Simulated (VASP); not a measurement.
# TaH4 (Immm) in VASP: single point with PBE

Aim: the single point of TaH4 with PBE.

All numbers are computed with VASP 6.6.1; they aren't measurements. Logs are shortened: lines on timing, memory, paths and dates and some standing lists are left out, and cuts for length are marked.

## Step 1: The cell of the first run

The structure is orthorhombic, space group Immm (No. 71). The conventional cell has a = 3.425 Å, b = 5.817 Å, c = 6.556 Å, α = 90.00°, β = 90.00°, γ = 90.00°. Within 2.5 Å of Ta (site symmetry mm2) lie 10 H at 1.86 to 1.99 Å. H (site symmetry m2m) has 2 Ta at 1.86 Å and 9 H at 1.91 to 2.19 Å within 2.5 Å. H (site symmetry m) has 11 H at 1.95 to 2.63 Å and 3 Ta at 1.96 to 1.99 Å within 2.7 Å. H (site symmetry 2mm) has 4 H at 1.66 to 2.12 Å and 2 Ta at 1.89 Å within 2.2 Å.

## Step 2: Single point, PBE

File INCAR:

```
SYSTEM = TaH4
PREC = Accurate
ENCUT = 520
EDIFF = 1E-6
ISMEAR = 0
SIGMA = 0.2
LREAL = .False.
LASPH = .True.
NELM = 80
ALGO = Normal
ISIF = 2
LWAVE = .False.
LCHARG = .True.
GGA = PE
LELF = .True.
LVHAR = .True.
NBANDS = 26
```

File KPOINTS:

```
regular mesh
0
Gamma
  8 8 8
  0 0 0
```

File POSCAR:

```
TaH4
1.0
   -3.4248503450      0.0000000000      0.0000000000
   -1.7124251725     -2.9086966363      3.2782426023
   -1.7124251725      2.9086966363      3.2782426023
Ta H
2 8
Direct
    0.2443834652      0.7556165348      0.7556165348
    0.7556165348      0.2443834652      0.2443834652
    1.0000000000      0.8360665085      0.1639334915
    1.0000000000      0.1639334915      0.8360665085
    0.2994680519      0.0325136971      0.3685501991
    0.2994680519      0.3685501991      0.0325136971
    0.7005319481      0.9674863029      0.6314498009
    0.7005319481      0.6314498009      0.9674863029
    0.7574863027      0.5000000000      0.5000000000
    0.2425136973      0.5000000000      0.5000000000
```

Potentials or basis: VASP PAW PBE potentials, release 64 (Ta_pv, H).

The run is started by

```bash
> cat potpaw_PBE.64/Ta_pv/POTCAR potpaw_PBE.64/H/POTCAR > POTCAR
> mpirun -np 1 vasp_std > vasp.out
```

OUTCAR:

```text
SYSTEM = TaH4
   PREC = Accurate
   ENCUT = 520
   EDIFF = 1E-6
   ISMEAR = 0
   LREAL = .False.
   LASPH = .True.
   NELM = 80
   ISIF = 2
   GGA = PE

 ion  position               nearest neighbor table
   1  0.244  0.756  0.756-   3 1.86   4 1.86   9 1.89  10 1.89   6 1.96   5 1.96   8 1.99   7 1.99
                             7 1.99   8 1.99   2 3.20   2 3.35   2 3.38   2 3.38   2 3.38   2 3.38
   2  0.756  0.244  0.244-   3 1.86   4 1.86   9 1.89  10 1.89   7 1.96   8 1.96   5 1.99   6 1.99
                             5 1.99   6 1.99   1 3.20   1 3.35   1 3.38   1 3.38   1 3.38   1 3.38
   3  0.000  0.836  0.164-   1 1.86   2 1.86
   4  0.000  0.164  0.836-   1 1.86   2 1.86
   5  0.299  0.033  0.369-   1 1.96   2 1.99   2 1.99
   6  0.299  0.369  0.033-   1 1.96   2 1.99   2 1.99
   7  0.701  0.967  0.631-   2 1.96   1 1.99   1 1.99
   8  0.701  0.631  0.967-   2 1.96   1 1.99   1 1.99
   9  0.757  0.500  0.500-   2 1.89   1 1.89
  10  0.243  0.500  0.500-   2 1.89   1 1.89

  LATTYP: Found a body centered orthorhombic cell.
 ALAT       =     3.4248503450
 B/A-ratio  =     1.6985832041
 C/A-ratio  =     1.9143858984

  Lattice vectors:

 A1 = (   1.7124251725,   2.9086966363,  -3.2782426023)
 A2 = (  -1.7124251725,  -2.9086966363,  -3.2782426023)
 A3 = (  -1.7124251725,   2.9086966363,   3.2782426023)

Analysis of symmetry for initial positions (statically):
=====================================================================
 Subroutine PRICEL returns:
 Original cell was already a primitive cell.

 Routine SETGRP: Setting up the symmetry group for a
 body centered orthorhombic supercell.

 Subroutine GETGRP returns: Found  8 space group operations
 (whereof  8 operations were pure point group operations)
 out of a pool of  8 trial point group operations.

The static configuration has the point symmetry D_2h.

Analysis of symmetry for dynamics (positions and initial velocities):
=====================================================================
 Subroutine PRICEL returns:
 Original cell was already a primitive cell.

 Routine SETGRP: Setting up the symmetry group for a
 body centered orthorhombic supercell.

 Subroutine GETGRP returns: Found  8 space group operations
 (whereof  8 operations were pure point group operations)
 out of a pool of  8 trial point group operations.

The dynamic configuration has the point symmetry D_2h.

 Subroutine INISYM returns: Found  8 space group operations
 (whereof  8 operations are pure point group operations),
 and found     1 'primitive' translations

----------------------------------------------------------------------------------------

                                     Primitive cell

  volume of cell :      65.3147

  direct lattice vectors                    reciprocal lattice vectors
    -3.424850345  0.000000000  0.000000000    -0.291983561  0.000000000 -0.152520744
    -1.712425172 -2.908696636  3.278242602     0.000000000 -0.171898298  0.152520744
    -1.712425172  2.908696636  3.278242602     0.000000000  0.171898298  0.152520744

  length of vectors
     3.424850345  4.705293897  4.705293897     0.329419151  0.229807750  0.229807750

  position of ions in fractional coordinates (direct lattice)
     0.244383465  0.755616535  0.755616535
     0.755616535  0.244383465  0.244383465
     1.000000000  0.836066508  0.163933492
     1.000000000  0.163933492  0.836066508
     0.299468052  0.032513697  0.368550199
     0.299468052  0.368550199  0.032513697
     0.700531948  0.967486303  0.631449801
     0.700531948  0.631449801  0.967486303
     0.757486303  0.500000000  0.500000000
     0.242513697  0.500000000  0.500000000

  ion indices of the primitive-cell ions
   primitive index   ion index
                 1           1
                 2           2
                 3           3
                 4           4
                 5           5
                 6           6
                 7           7
                 8           8
                 9           9
                10          10

----------------------------------------------------------------------------------------

 KPOINTS: regular mesh

Automatic generation of k-mesh.
 Grid dimensions read from file:
 generate k-points for:    8    8    8

 Generating k-lattice:

  Cartesian coordinates                     Fractional coordinates (reciprocal lattice)
    -0.036497945  0.000000000 -0.019065093     0.125000000 -0.000000000 -0.000000000
     0.000000000 -0.021487287  0.019065093     0.000000000  0.125000000  0.000000000
     0.000000000  0.021487287  0.019065093     0.000000000  0.000000000  0.125000000

  Length of vectors
     0.041177394  0.028725969  0.028725969

  Shift w.r.t. Gamma in fractional coordinates (k-lattice)
     0.000000000  0.000000000  0.000000000

 Subroutine IBZKPT returns following result:
 ===========================================

 Found     95 irreducible k-points:

 Following reciprocal coordinates:
            Coordinates               Weight
  0.000000  0.000000  0.000000      1.000000
  0.125000  0.000000  0.000000      4.000000
  0.250000  0.000000  0.000000      4.000000
  0.375000  0.000000  0.000000      4.000000
  0.500000  0.000000  0.000000      2.000000
  0.000000  0.125000  0.000000      4.000000
[... 16 lines left out ...]
  0.125000  0.375000 -0.000000      8.000000
  0.250000  0.375000 -0.000000      8.000000
 [... further k-points ...]
   k-points           NKPTS =     95   k-points in BZ     NKDIM =     95   number of bands    NBANDS=     26
   number of dos      NEDOS =    301   number of ions     NIONS =     10
   total plane-waves  NPLWV =  36288
   dimension x,y,z NGX =    28 NGY =   36 NGZ =   36
   dimension x,y,z NGXF=    56 NGYF=   72 NGZF=   72
   ions per type =               2   8
   NGX,Y,Z   is equivalent  to a cutoff of  13.59, 12.72, 12.72 a.u.
   NGXF,Y,Z  is equivalent  to a cutoff of  27.18, 25.44, 25.44 a.u.
 SYSTEM =  TaH4
   PREC   = accura    normal or accurate (medium, high low for compatibility)
   ISTART =      0    job   : 0-new  1-cont  2-samecut
   ICHARG =      2    charge: 1-file 2-atom 10-const
   ISPIN  =      1    spin polarized calculation?
   LNONCOLLINEAR =      F non collinear calculations
   LSORBIT =      F    spin-orbit coupling
   LASPH  =      T    aspherical Exc in radial PAW
   ENCUT  =  520.0 eV  38.22 Ry    6.18 a.u.   6.37  8.75  8.75*2*pi/ulx,y,z
   NELM   =     80;   NELMIN=  2; NELMDL= -5     # of ELM steps
   EDIFF  = 0.1E-05   stopping-criterion for ELM
   LREAL  =      F    real-space projection
   EDIFFG = 0.1E-04   stopping-criterion for IOM
   NSW    =      0    number of steps for IOM
   IBRION =     -1    ionic relax: 0-MD 1-quasi-New 2-CG
   NFREE  =      0    steps in history (QN), initial steepest desc. (CG)
   ISIF   =      2    stress and relaxation
   ISYM   =      2    0-nonsym 1-usesym 2-fastsym
   POTIM  = 0.5000    time-step for ionic-motion
   TEBEG  =    0.0;   TEEND  =   0.0 temperature during run
   PSTRESS=    0.0 pullay stress
   NELECT =      30.0000    total number of electrons
   NUPDOWN=      -1.0000    fix difference up-down
   EMIN   =  10.00;   EMAX   =-10.00  energy-range for DOS
   EFERMI =   0.00;   METHOD = LEGACY
   ISMEAR =     0;   SIGMA  =   0.20  broadening in eV -4-tet -1-fermi 0-gaus
   EFERMI_NEDOS =   21; number of points for ismear=-14 and -15
   IALGO  =     38    algorithm
   IMIX   =      4    mixing-type and parameters
     AMIX     =   0.40;   BMIX     =  1.00
     AMIX_MAG =   1.60;   BMIX_MAG =  1.00
  volume/ion in A,a.u.               =       6.53        44.08
  Fermi-wavevector in a.u.,A,eV,Ry     =   1.263121  2.386952 21.707743  1.595474
  Thomas-Fermi vector in A             =   2.396494
   LORBIT       =      0    0 simple, 1 ext, 2 COOP (PROOUT), +10 PAW based schemes
   GGA     = PE    functional components
   LHFCALC =     F    Hartree Fock is set to
   AEXX    =    0.0000 exact exchange contribution
   IVDW    =     0    specifies the selected vdW correction
   LEPSILON=     F    determine dielectric tensor
   LRPA    =     F    only Hartree local field effects (RPA)
 non-spin polarized calculation
 Gauss-broadening in eV      SIGMA  =   0.20
  energy-cutoff  :      520.00
  volume of cell :       65.31
 maximum number of plane-waves:      1778
 NGX is ok and might be reduce to    28
   NGX = 13   NGY = 17   NGZ = 17

 number of electron      30.0000001 magnetization

 Free energy of the ion-electron system (eV)
  ---------------------------------------------------
  ext. energy  EPLUGINS =         0.00000000
  ---------------------------------------------------
  free energy    TOTEN  =       -50.28764724 eV

  energy without entropy =      -50.23985742  energy(sigma->0) =      -50.26375233

 E-fermi :   4.0862     XC(G=0): -11.2523

 val. band max:        4.0802281111   @ k =  -0.3750   0.1250   0.1250
 cond. band min:       4.0862028638   @ k =   0.5000   0.5000   0.0000
 fundamental gap:      0.0059747527
 Fermi energy:         4.0861610968

 k-point     1 :       0.0000    0.0000    0.0000
  band No.  band energies     occupation
      1     -31.2390      2.00000
      2     -31.0968      2.00000
      3     -31.0208      2.00000
      4     -30.9937      2.00000
      5     -30.9822      2.00000
      6     -30.8476      2.00000
[... 18 lines left out ...]
     25      10.2275      0.00000
     26      13.2128      0.00000

 k-point     2 :       0.1250    0.0000    0.0000
  band No.  band energies     occupation
      1     -31.2272      2.00000
      2     -31.0860      2.00000
      3     -31.0442      2.00000
      4     -31.0097      2.00000
      5     -31.0002      2.00000
      6     -30.8555      2.00000
[... 18 lines left out ...]
     25      10.2932      0.00000
[... 608 lines left out ...]
     25      11.0864      0.00000
     26      13.0946      0.00000

 k-point    24 :       0.2500    0.3750   -0.0000
  band No.  band energies     occupation
      1     -31.1739      2.00000
      2     -31.1529      2.00000
      3     -31.0930      2.00000
      4     -31.0412      2.00000
      5     -31.0241      2.00000
      6     -30.8419      2.00000
[... 18 lines left out ...]
     25      10.9458      0.00000
     26      13.5230      0.00000

 [... further k-points ...]
[... 5 lines left out ...]
  --------------------------------------------------------------------------------------
  -------------------------------------------------------------------------------------
  Total        0.0409553     -0.1138873      0.0948723      0.0000000      0.0000000      0.0000000
  in kB        1.0046384     -2.7936682      2.3272282      0.0000000      0.0000000      0.0000000
  external PRESSURE =       0.1793995 kB  Pullay stress =       0.0000000 kB

 VOLUME and BASIS-vectors are now :
 -----------------------------------------------------------------------------
  energy-cutoff  :      520.00
  volume of cell :       65.31
      direct lattice vectors                 reciprocal lattice vectors
    -3.424850345  0.000000000  0.000000000    -0.291983561  0.000000000 -0.152520744
    -1.712425172 -2.908696636  3.278242602     0.000000000 -0.171898298  0.152520744
    -1.712425172  2.908696636  3.278242602     0.000000000  0.171898298  0.152520744

 POSITION                                       TOTAL-FORCE (eV/Angst)
 -----------------------------------------------------------------------------------
     -3.42485      0.00000      4.95419        -0.000000      0.000000     -0.033650
     -3.42485      0.00000      1.60230         0.000000      0.000000      0.033650
     -1.71243     -1.95503      3.27824         0.000000      0.017314      0.000000
     -1.71243      1.95503      3.27824         0.000000     -0.017314      0.000000
     -1.71243      0.97743      1.31478         0.000000      0.007914     -0.005995
     -1.71243     -0.97743      1.31478         0.000000     -0.007914     -0.005995
     -5.13728     -0.97743      5.24170         0.000000     -0.007914      0.005995
     -5.13728      0.97743      5.24170         0.000000      0.007914      0.005995
     -4.30670      0.00000      3.27824        -0.012057      0.000000      0.000000
     -2.54300      0.00000      3.27824         0.012057      0.000000      0.000000
 -----------------------------------------------------------------------------------
    total drift:                               -0.000000     -0.000000     -0.000000

  FREE ENERGIE OF THE ION-ELECTRON SYSTEM (eV)
  ---------------------------------------------------
  free  energy   TOTEN  =       -50.2876472434 eV

  energy  without entropy=      -50.2398574241  energy(sigma->0) =      -50.26375233
```

Wall time 3.1 min (1 thread of Intel Xeon 6975P-C (Granite Rapids), shared host); peak memory 0.27 GiB.

What came out:

```yaml
Free_energy: -50.2876 eV
Pressure: 0.0 GPa
Largest_force: 0.034 eV/Å
Band_gap_on_the_k_mesh: zero (bands 15 and 16 overlap by 1.10 eV)
```

Forces in eV/Å, atoms in the order of the input:
```
Ta   0.000  0.000 -0.034
Ta   0.000  0.000  0.034
H    0.000  0.017  0.000
H    0.000 -0.017  0.000
H    0.000  0.008 -0.006
H    0.000 -0.008 -0.006
H    0.000 -0.008  0.006
H    0.000  0.008  0.006
H   -0.012  0.000  0.000
H    0.012  0.000  0.000
```

Stress tensor (GPa, compression positive):
```
 0.10  0.00  0.00
 0.00 -0.28  0.00
 0.00  0.00  0.23
```

Caveat: spin-orbit coupling is left out, which moves the levels of the heavy elements.
